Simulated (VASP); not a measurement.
# C: relaxation of the atoms with PBE+D3(BJ)

System: C, a slab with vacuum.

```
C
1.0
     3.64732    0.00000    0.00000
    -1.66588    3.93102    0.00000
     0.00000    0.00000   18.92991
C
10
Direct
  0.50018 0.33339 0.36979
  0.49982 0.66661 0.36979
  0.50018 0.83339 0.43489
  0.49982 0.16661 0.43489
  0.50018 0.33339 0.50000
  0.49982 0.66661 0.50000
  0.50018 0.83339 0.56511
  0.49982 0.16661 0.56511
  0.50018 0.33339 0.63021
  0.49982 0.66661 0.63021
```

```json
{
 "Program": "VASP 6.6.1",
 "Task": "relaxation of the atoms",
 "Functional": "PBE",
 "Dispersion": "D3(BJ)",
 "Potentials or basis": "VASP PAW PBE potentials, release 64 (C)",
 "Cutoff": "520 eV",
 "k mesh": "8 × 7 × 1",
 "Occupations": "gaussian, width 0.05 eV",
 "Spin": "no spin polarisation",
 "Dipole correction": "yes",
 "Atoms held fixed (from 0)": "[0, 1, 2, 3]",
 "Further INCAR settings": "ALGO = Fast; EDIFF = 1e-06; IBRION = 2; EDIFFG = -0.03; NSW = 70"
}
```

```yaml
Band_gap_on_the_k_mesh: zero (bands 20 and 21 overlap by 0.74 eV)
Dispersion_energy_per_atom: -0.117 eV
```

Final structure:
```
C
1.0
     3.64732    0.00000    0.00000
    -1.66588    3.93102    0.00000
     0.00000    0.00000   18.92991
C
10
Direct
  0.50018 0.33339 0.36979
  0.49982 0.66661 0.36979
  0.50018 0.83339 0.43489
  0.49982 0.16661 0.43489
  0.50011 0.33531 0.50005
  0.49989 0.66469 0.50005
  0.50004 0.83657 0.56548
  0.49996 0.16343 0.56548
  0.49972 0.35428 0.62518
  0.50028 0.64572 0.62518
```

Levels at points of the mesh, in eV from the Fermi level:
| k point | band 17 | band 18 | band 19 | band 20 | band 21 | band 22 | band 23 | band 24 |
| --- | --- | --- | --- | --- | --- | --- | --- | --- |
| (0.00, 0.00, 0.00) | -1.45 | -1.38 | -1.32 | 0.63 | 0.69 | 1.27 | 1.75 | 2.25 |
| (0.50, 0.00, 0.00) | -1.74 | -1.07 | -0.75 | 0.08 | 1.12 | 1.30 | 1.94 | 2.10 |

Run time: 32 min on 4 MPI ranks on Oxide Virtual Turin-like Processor, on a shared host, peak memory 0.44 GiB a rank.
